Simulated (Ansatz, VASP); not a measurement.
InSb: VASP beside Ansatz

```xyz
8
Lattice="4.6915 0.0000 0.0000 0.0000 4.6915 0.0000 0.0000 0.0000 26.6110" Properties=species:S:1:pos:R:3 pbc="T T T"
Sb    0.0000    2.3458    7.5000
Sb    2.3458    0.0000   10.8174
Sb    0.0000    2.3458   14.1348
Sb    2.3458    0.0000   17.4523
In    2.3458    2.3458    9.1587
In    0.0000    0.0000   12.4761
In    2.3458    2.3458   15.7936
In    0.0000    0.0000   19.1110
```

Alike in both runs: task single point; functional PBE; k mesh 8 × 8 × 1; occupations methfessel-paxton of order 1, width 0.2 eV; no spin polarisation.

```csv
,VASP,Ansatz
version,VASP 6.6.1,Ansatz 0.2.0
potentials or method,"VASP PAW PBE potentials, release 64 (Sb, In_d), cutoff 520 eV","scalar-relativistic, plane waves, PAW"
valence electrons in the cell,72,112
```

|  | VASP | Ansatz | Ansatz less VASP |
| --- | --- | --- | --- |
| gap on the k mesh at the Fermi level (eV) | none | none | - |
| rms of the force components (eV/Å) | 0.149 | 0.149 | -0.0008 |

A gap of «none» marks a metal or a gap that the smearing closes. VASP's potentials hold 72 valence electrons a cell and Ansatz's 112, so a difference there can come from the potentials and not from the codes.

Neither program's run includes spin-orbit coupling.
